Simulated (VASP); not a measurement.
# Al (I4/mmm) in VASP: notebook

The runs below take Al through single point, with PBEsol.

Everything below comes from runs of VASP 6.6.1. Logs are shortened: lines on timing, memory, paths and dates and some standing lists are left out, and cuts for length are marked.

### Step 1. The cell of the first run

Symmetry: I4/mmm, No. 139, tetragonal system. Conventional cell: a = 2.712 Å, b = 2.712 Å, c = 4.124 Å, α = 90.00°, β = 90.00°, γ = 90.00°. Al (site symmetry 4/mmm) has 12 Al at 2.71 to 2.82 Å within 3.6 Å.

### Step 2. Single point, PBEsol (biaxial strain in the a-b plane: -4.5 %)

INCAR reads:

```
SYSTEM = Al
PREC = Accurate ; ENCUT = 520
EDIFF = 1E-7 ; ISMEAR = 0
SIGMA = 0.1 ; LREAL = .FALSE.
LASPH = .TRUE. ; NELM = 80
ALGO = Normal ; ISIF = 2
LWAVE = .FALSE. ; LCHARG = .TRUE.
GGA = PS ; LELF = .TRUE.
LVHAR = .TRUE. ; NBANDS = 10
```

KPOINTS reads:

```
Automatic mesh
0
G
  18 18 14
  0 0 0
```

POSCAR reads:

```
Al
1.0
    1.9173499666      1.9173499666      0.0000000000
   -1.9173499666      1.9173499666      0.0000000000
    0.0000000000      0.0000000000      4.1238082004
Al
2
Direct
    0.0000000000      0.0000000000      0.0000000000
    0.5000000000      0.5000000000      0.5000000000
```

Potentials or basis: VASP PAW PBE potentials, release 64 (Al).

Command:

```sh
$ cat potpaw_PBE.64/Al/POTCAR > POTCAR
$ mpirun -np 1 vasp_std > vasp.out
```

OUTCAR:

```text
SYSTEM = Al
   PREC = Accurate
   ENCUT = 520
   EDIFF = 1E-7
   ISMEAR = 0
   LREAL = .FALSE.
   LASPH = .TRUE.
   NELM = 80
   ISIF = 2
   GGA = PS

 ion  position               nearest neighbor table
   1  0.000  0.000  0.000-   2 2.82   2 2.82   2 2.82   2 2.82   2 2.82   2 2.82   2 2.82   2 2.82

   2  0.500  0.500  0.500-   1 2.82   1 2.82   1 2.82   1 2.82   1 2.82   1 2.82   1 2.82   1 2.82

  LATTYP: Found a simple tetragonal cell.
 ALAT       =     2.7115423266
 C/A-ratio  =     1.5208348990

  Lattice vectors:

 A1 = (   1.9173499666,   1.9173499666,   0.0000000000)
 A2 = (  -1.9173499666,   1.9173499666,   0.0000000000)
 A3 = (   0.0000000000,   0.0000000000,   4.1238082004)

Analysis of symmetry for initial positions (statically):
=====================================================================
 Subroutine PRICEL returns following result:

  LATTYP: Found a body centered tetragonal cell.
 ALAT       =     2.7115423266
 C/A-ratio  =     1.5208348990

  Lattice vectors:

 A1 = (   1.9173499666,   0.0000000000,  -2.0619041002)
 A2 = (  -1.9173499666,   0.0000000000,  -2.0619041002)
 A3 = (   0.0000000000,   1.9173499666,   2.0619041002)

   2 primitive cells build up your supercell.

 Routine SETGRP: Setting up the symmetry group for a
 simple tetragonal supercell.

 Subroutine GETGRP returns: Found 16 space group operations
 (whereof 16 operations were pure point group operations)
 out of a pool of 16 trial point group operations.

The static configuration has the point symmetry D_4h.

Analysis of symmetry for dynamics (positions and initial velocities):
=====================================================================
 Subroutine PRICEL returns following result:

  LATTYP: Found a body centered tetragonal cell.
 ALAT       =     2.7115423266
 C/A-ratio  =     1.5208348990

  Lattice vectors:

 A1 = (   1.9173499666,   0.0000000000,  -2.0619041002)
 A2 = (  -1.9173499666,   0.0000000000,  -2.0619041002)
 A3 = (   0.0000000000,   1.9173499666,   2.0619041002)

   2 primitive cells build up your supercell.

 Routine SETGRP: Setting up the symmetry group for a
 simple tetragonal supercell.

 Subroutine GETGRP returns: Found 16 space group operations
 (whereof 16 operations were pure point group operations)
 out of a pool of 16 trial point group operations.

The dynamic configuration has the point symmetry D_4h.

 Subroutine INISYM returns: Found 16 space group operations
 (whereof 16 operations are pure point group operations),
 and found     2 'primitive' translations

----------------------------------------------------------------------------------------

                                     Primitive cell

  volume of cell :      15.1601

  direct lattice vectors                    reciprocal lattice vectors
     1.917349967  0.000000000 -2.061904100     0.260776597  0.260776597 -0.242494304
    -1.917349967  0.000000000 -2.061904100    -0.260776597  0.260776597 -0.242494304
     0.000000000  1.917349967  2.061904100     0.000000000  0.521553194  0.000000000

  length of vectors
     2.815613506  2.815613506  2.815613506     0.441375526  0.441375526  0.521553194

  position of ions in fractional coordinates (direct lattice)
     0.000000000  0.000000000  0.000000000

  ion indices of the primitive-cell ions
   primitive index   ion index
                 1           1

----------------------------------------------------------------------------------------

 KPOINTS: Automatic mesh

Automatic generation of k-mesh.
 Grid dimensions read from file:
 generate k-points for:   18   18   14

 Generating k-lattice:

  Cartesian coordinates                     Fractional coordinates (reciprocal lattice)
     0.014487589  0.014487589  0.000000000     0.055555556  0.000000000  0.000000000
    -0.014487589  0.014487589  0.000000000     0.000000000  0.055555556  0.000000000
     0.000000000  0.000000000  0.017321022     0.000000000  0.000000000  0.071428571

  Length of vectors
     0.020488544  0.020488544  0.017321022

  Shift w.r.t. Gamma in fractional coordinates (k-lattice)
     0.000000000  0.000000000  0.000000000

 Subroutine IBZKPT returns following result:
 ===========================================

 Found    440 irreducible k-points:

 Following reciprocal coordinates:
            Coordinates               Weight
  0.000000  0.000000  0.000000      1.000000
  0.055556  0.000000  0.000000      4.000000
  0.111111  0.000000  0.000000      4.000000
  0.166667  0.000000  0.000000      4.000000
  0.222222  0.000000  0.000000      4.000000
  0.277778  0.000000  0.000000      4.000000
[... 16 lines left out ...]
  0.277778  0.111111  0.000000      8.000000
  0.333333  0.111111  0.000000      8.000000
 [... further k-points ...]
   k-points           NKPTS =    440   k-points in BZ     NKDIM =    440   number of bands    NBANDS=     10
   number of dos      NEDOS =    301   number of ions     NIONS =      2
   total plane-waves  NPLWV =  12800
   dimension x,y,z NGX =    20 NGY =   20 NGZ =   32
   dimension x,y,z NGXF=    40 NGYF=   40 NGZF=   64
   ions per type =               2
   NGX,Y,Z   is equivalent  to a cutoff of  12.26, 12.26, 12.90 a.u.
   NGXF,Y,Z  is equivalent  to a cutoff of  24.52, 24.52, 25.80 a.u.
 SYSTEM =  Al
   PREC   = accura    normal or accurate (medium, high low for compatibility)
   ISTART =      0    job   : 0-new  1-cont  2-samecut
   ICHARG =      2    charge: 1-file 2-atom 10-const
   ISPIN  =      1    spin polarized calculation?
   LNONCOLLINEAR =      F non collinear calculations
   LSORBIT =      F    spin-orbit coupling
   LASPH  =      T    aspherical Exc in radial PAW
   ENCUT  =  520.0 eV  38.22 Ry    6.18 a.u.   5.04  5.04  7.67*2*pi/ulx,y,z
   NELM   =     80;   NELMIN=  2; NELMDL= -5     # of ELM steps
   EDIFF  = 0.1E-06   stopping-criterion for ELM
   LREAL  =      F    real-space projection
   EDIFFG = 0.1E-05   stopping-criterion for IOM
   NSW    =      0    number of steps for IOM
   IBRION =     -1    ionic relax: 0-MD 1-quasi-New 2-CG
   NFREE  =      0    steps in history (QN), initial steepest desc. (CG)
   ISIF   =      2    stress and relaxation
   ISYM   =      2    0-nonsym 1-usesym 2-fastsym
   POTIM  = 0.5000    time-step for ionic-motion
   TEBEG  =    0.0;   TEEND  =   0.0 temperature during run
   PSTRESS=    0.0 pullay stress
   NELECT =       6.0000    total number of electrons
   NUPDOWN=      -1.0000    fix difference up-down
   EMIN   =  10.00;   EMAX   =-10.00  energy-range for DOS
   EFERMI =   0.00;   METHOD = LEGACY
   ISMEAR =     0;   SIGMA  =   0.10  broadening in eV -4-tet -1-fermi 0-gaus
   EFERMI_NEDOS =   21; number of points for ismear=-14 and -15
   IALGO  =     38    algorithm
   IMIX   =      4    mixing-type and parameters
     AMIX     =   0.40;   BMIX     =  1.00
     AMIX_MAG =   1.60;   BMIX_MAG =  1.00
  volume/ion in A,a.u.               =      15.16       102.31
  Fermi-wavevector in a.u.,A,eV,Ry     =   0.954000  1.802798 12.382868  0.910115
  Thomas-Fermi vector in A             =   2.082706
   LORBIT       =      0    0 simple, 1 ext, 2 COOP (PROOUT), +10 PAW based schemes
   GGA     = PS    functional components
   LHFCALC =     F    Hartree Fock is set to
   AEXX    =    0.0000 exact exchange contribution
   IVDW    =     0    specifies the selected vdW correction
   LEPSILON=     F    determine dielectric tensor
   LRPA    =     F    only Hartree local field effects (RPA)
 non-spin polarized calculation
 Gauss-broadening in eV      SIGMA  =   0.10
  energy-cutoff  :      520.00
  volume of cell :       30.32
 maximum number of plane-waves:       840
   NGX = 11   NGY = 11   NGZ = 15

 number of electron       6.0000000 magnetization

 Free energy of the ion-electron system (eV)
  ---------------------------------------------------
  ext. energy  EPLUGINS =         0.00000000
  ---------------------------------------------------
  free energy    TOTEN  =        -8.12302461 eV

  energy without entropy =       -8.12004009  energy(sigma->0) =       -8.12153235

 E-fermi :   8.8526     XC(G=0): -10.5696

 val. band max:        8.8437598368   @ k =   0.3889   0.1111   0.2857
 cond. band min:       8.8769861335   @ k =   0.5000   0.4444   0.2857
 fundamental gap:      0.0332262967
 Fermi energy:         8.8525769030

 k-point     1 :       0.0000    0.0000    0.0000
  band No.  band energies     occupation
      1      -2.8672      2.00000
      2       5.0381      2.00000
      3       6.2249      2.00000
      4      14.7360      0.00000
      5      15.8315      0.00000
      6      15.8315      0.00000
      7      19.6730      0.00000
      8      21.4306      0.00000
      9      22.2860      0.00000
     10      22.2860      0.00000

 k-point     2 :       0.0556    0.0000    0.0000
  band No.  band energies     occupation
      1      -2.8051      2.00000
      2       5.0947      2.00000
      3       6.2844      2.00000
      4      13.6726      0.00000
      5      15.8832      0.00000
      6      16.4873      0.00000
      7      20.2320      0.00000
      8      20.8928      0.00000
      9      21.2495      0.00000
     10      22.3462      0.00000

 k-point     3 :       0.1111    0.0000    0.0000
  band No.  band energies     occupation
      1      -2.6191      2.00000
      2       5.2645      2.00000
      3       6.4615      2.00000
      4      12.0727      0.00000
      5      16.0384      0.00000
      6      17.0933      0.00000
      7      19.5611      0.00000
      8      19.7745      0.00000
      9      21.6789      0.00000
     10      22.5268      0.00000

 k-point     4 :       0.1667    0.0000    0.0000
  band No.  band energies     occupation
      1      -2.3096      2.00000
      2       5.5478      2.00000
      3       6.7490      2.00000
      4      10.4430      0.00000
      5      16.2973      0.00000
      6      17.5710      0.00000
      7      17.8514      0.00000
      8      18.4824      0.00000
      9      22.8275      0.00000
     10      23.5815      0.00000

 k-point     5 :       0.2222    0.0000    0.0000
  band No.  band energies     occupation
      1      -1.8775      2.00000
      2       5.9447      2.00000
      3       7.1096      2.00000
      4       8.9030      0.47573
      5      16.2151      0.00000
      6      16.6602      0.00000
      7      17.1441      0.00000
      8      18.0704      0.00000
      9      23.2478      0.00000
     10      24.7429      0.00000

 k-point     6 :       0.2778    0.0000    0.0000
  band No.  band energies     occupation
      1      -1.3242      2.00000
      2       6.4555      2.00000
      3       6.9898      2.00000
      4       8.0348      2.00000
      5      14.6778      0.00000
      6      15.8143      0.00000
      7      17.1275      0.00000
      8      18.6458      0.00000
      9      23.7868      0.00000
     10      24.6035      0.00000
[... 183 lines left out ...]
 k-point    21 :       0.1667    0.1111    0.0000
  band No.  band energies     occupation
      1      -2.0625      2.00000
      2       5.7745      2.00000
      3       6.9843      2.00000
      4      10.4704      0.00000
      5      13.3848      0.00000
      6      18.0803      0.00000
      7      18.2808      0.00000
      8      20.0826      0.00000
      9      20.8276      0.00000
     10      22.6224      0.00000

 k-point    22 :       0.2222    0.1111    0.0000
  band No.  band energies     occupation
      1      -1.6313      2.00000
      2       6.1716      2.00000
      3       7.3451      2.00000
      4       9.0534      0.00450
      5      13.6219      0.00000
      6      16.4434      0.00000
      7      17.1524      0.00000
      8      20.4875      0.00000
      9      21.4764      0.00000
     10      22.6535      0.00000

 k-point    23 :       0.2778    0.1111    0.0000
  band No.  band energies     occupation
      1      -1.0791      2.00000
      2       6.6826      2.00000
      3       7.2122      2.00000
      4       8.2376      2.00000
      5      14.0680      0.00000
      6      14.9060      0.00000
      7      15.9218      0.00000
      8      21.0071      0.00000
      9      21.7496      0.00000
     10      22.0772      0.00000

 k-point    24 :       0.3333    0.1111    0.0000
  band No.  band energies     occupation
      1      -0.4074      2.00000
      2       5.9543      2.00000
      3       7.3080      2.00000
      4       8.7258      1.92695
      5      13.4773      0.00000
      6      14.6549      0.00000
      7      14.6808      0.00000
      8      20.4677      0.00000
      9      21.6406      0.00000
     10      22.7228      0.00000

 [... further k-points ...]
[... 5 lines left out ...]
  --------------------------------------------------------------------------------------
  -------------------------------------------------------------------------------------
  Total        1.5687071      1.5687071      0.6904938      0.0000000      0.0000000      0.0000000
  in kB       82.8936380     82.8936380     36.4870820      0.0000000      0.0000000      0.0000000
  external PRESSURE =      67.4247860 kB  Pullay stress =       0.0000000 kB

 VOLUME and BASIS-vectors are now :
 -----------------------------------------------------------------------------
  energy-cutoff  :      520.00
  volume of cell :       30.32
      direct lattice vectors                 reciprocal lattice vectors
     1.917349967  1.917349967  0.000000000     0.260776597  0.260776597  0.000000000
    -1.917349967  1.917349967  0.000000000    -0.260776597  0.260776597  0.000000000
     0.000000000  0.000000000  4.123808200     0.000000000  0.000000000  0.242494304

 POSITION                                       TOTAL-FORCE (eV/Angst)
 -----------------------------------------------------------------------------------
      0.00000      0.00000      0.00000        -0.000000      0.000000      0.000000
      0.00000      1.91735      2.06190         0.000000     -0.000000     -0.000000
 -----------------------------------------------------------------------------------
    total drift:                                0.000000     -0.000000     -0.000000

  FREE ENERGIE OF THE ION-ELECTRON SYSTEM (eV)
  ---------------------------------------------------
  free  energy   TOTEN  =        -8.1230246134 eV

  energy  without entropy=       -8.1200400883  energy(sigma->0) =       -8.12153235
```

Run time: 51 s. Hardware: 1 thread of Intel Xeon Platinum 8488C (Sapphire Rapids), shared host; peak memory 0.22 GiB.

Results:

- Free energy: -8.1230 eV
- Pressure: 6.7 GPa
- Band gap on the k mesh: zero (band 3 reaches 15.71 eV, above the bottom of band 4 at 4.39 eV)

Caveat: the cell differs from its parent crystal (biaxial strain in the a-b plane: -4.5 %); the PAW data sets were made with another functional, which shifts forces and pressure a little.

### Step 3. Single point, PBEsol (biaxial strain in the a-b plane: -3.0 %)

INCAR reads:

```
PREC     = Accurate       # precision mode
ENCUT    = 520            # plane-wave cutoff, eV
EDIFF    = 1E-6           # SCF threshold, eV
ISMEAR   = 0              # smearing method
SIGMA    = 0.1            # smearing width, eV
LREAL    = F              # projectors in reciprocal space
LASPH    = T              # aspherical terms in the spheres
NELM     = 100            # most SCF steps
ALGO     = Fast           # electronic algorithm
ISIF     = 2              # what is computed and relaxed
LWAVE    = F              # write WAVECAR
LCHARG   = T              # write CHGCAR
GGA      = PS             # functional
LELF     = T              # ELF
LVHAR    = T            
NBANDS   = 10             # bands
```

KPOINTS reads:

```
regular mesh
0
Gamma
  18 18 14
```

POSCAR reads:

```
Al
1.0
    1.9474654111      1.9474654111      0.0000000000
   -1.9474654111      1.9474654111      0.0000000000
    0.0000000000      0.0000000000      4.0876696670
Al
2
Direct
    0.0000000000      0.0000000000      0.0000000000
    0.5000000000      0.5000000000      0.5000000000
```

Potentials or basis: VASP PAW PBE potentials, release 64 (Al).

Command:

```sh
$ cat potpaw_PBE.64/Al/POTCAR > POTCAR
$ mpirun -np 1 vasp_std > vasp.out
```

Wall time 79 s (1 thread of Intel Xeon Platinum 8488C (Sapphire Rapids), shared host); peak memory 0.21 GiB.

It converged, with:

```yaml
Free_energy: -8.1577 eV
Pressure: 4.1 GPa
Band_gap_on_the_k_mesh: zero (band 3 reaches 15.96 eV, above the bottom of band 4 at 4.16 eV)
```

Stress tensor (GPa, compression positive):
```
5.20 0.00 0.00
0.00 5.20 0.00
0.00 0.00 1.85
```

Levels at points of the mesh, in eV from the Fermi level:
```
           k point  band 1  band 2  band 3  band 4  band 5  band 6  band 7
(0.00, 0.00, 0.00)  -11.57   -3.54   -2.30    5.65    6.51    6.51   10.26
(0.50, 0.00, 0.00)   -6.79   -6.79    0.92    0.92    2.40    2.40   10.63
(0.50, 0.50, 0.00)   -2.83   -2.83   -1.30   -1.30    5.10    5.10    5.42
(0.00, 0.00, 0.50)   -9.38   -9.38    7.34    7.34    7.80    7.80    8.35
(0.50, 0.00, 0.50)   -4.85   -4.85   -4.46   -4.46   11.09   11.09   11.30
(0.50, 0.50, 0.50)   -0.82   -0.82   -0.82   -0.82    0.23    0.23    1.67
```

Caveat: the cell differs from its parent crystal (biaxial strain in the a-b plane: -3.0 %); the PAW data sets were made with another functional, which shifts forces and pressure a little.

[end of part 1 of 2]
